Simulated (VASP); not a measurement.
Crystal: Nd2ScCl2.

```
Nd Sc Cl
1.0
     4.97975    0.00000    0.00000
     0.00000    4.97975    0.00000
     0.00000    0.00000    6.44026
Nd Sc Cl
2 1 2
Cartesian
  0.0000 2.4899 0.0000
  2.4899 0.0000 0.0000
  2.4899 2.4899 0.0000
  2.4899 2.4899 4.3309
  2.4899 2.4899 2.1093
```

The cell was generated, and may not be a known phase.

* Program: VASP 6.6.1
* Task: relaxation of cell and atoms
* Functional: PBE
* Potentials or basis: VASP PAW PBE potentials, release 64 (Nd_3, Sc_sv, Cl), 4f in core
* Cutoff: 500 eV
* k mesh: 4 × 4 × 4
* Occupations: gaussian, width 0.1 eV
* Spin: no spin polarisation

At the start: pressure 21.8 GPa; volume 31.94 Å³/atom.

Q: Where does the relaxation end?

A: Over 19 steps the energy falls by 1188.4 meV/atom and the volume is 60.65 Å³/atom (+89.9 %); space group P4/mmm (No. 123, to 0.1 Å) before and after.

The path:
```
step  energy change (eV)  largest force (eV/Å)  pressure (GPa)  volume (Å³)
   1              0.0000                0.4466           21.79       159.71
   2             -4.3192                2.1578           -0.61       278.25
   3             -4.6490                1.9928            2.16       230.92
   4             -4.6661                2.0296            1.60       237.32
   5             -5.5208                1.4439            0.59       263.08
   6             -5.1537                1.8601           -0.01       330.74
   7             -5.8398                0.6069           -0.19       288.25
   8             -5.8416                0.5289           -0.22       289.99
   9             -5.8780                0.2388            0.07       287.61
  10             -5.8934                0.1111            0.46       284.78
  11             -5.9148                0.0420            0.32       287.51
  12             -5.9214                0.2647            0.15       291.62
  13             -5.9225                0.2053            0.19       290.52
  14             -5.9302                0.1692            0.10       293.97
  15             -5.9391                0.0802           -0.09       302.92
  16             -5.9391                0.0732           -0.11       303.70
  17             -5.9408                0.0011           -0.02       303.28
  18             -5.9411                0.0425            0.04       303.02
  19             -5.9422                0.0015            0.04       303.25
```

Final structure:
```cif
data_structure
_symmetry_space_group_name_H-M 'P 1'
_symmetry_Int_Tables_number 1
_cell_length_a 5.9558
_cell_length_b 5.9558
_cell_length_c 8.5491
_cell_angle_alpha 90.000
_cell_angle_beta 90.000
_cell_angle_gamma 90.000
_cell_volume 303.25
loop_
_atom_site_label
_atom_site_type_symbol
_atom_site_fract_x
_atom_site_fract_y
_atom_site_fract_z
_atom_site_occupancy
Nd1 Nd 0.00000 0.50000 0.00000 1
Nd2 Nd 0.50000 0.00000 0.00000 1
Sc1 Sc 0.50000 0.50000 0.00000 1
Cl1 Cl 0.50000 0.50000 0.72060 1
Cl2 Cl 0.50000 0.50000 0.27940 1
```

Caveat: the volume moved by over 15 % at a fixed basis, so the end points are rough; this functional lacks dispersion, which binds layers or chains, so the pressure and a relaxed spacing across them are unreliable; the run has no spin polarisation, though such a crystal can be magnetic.
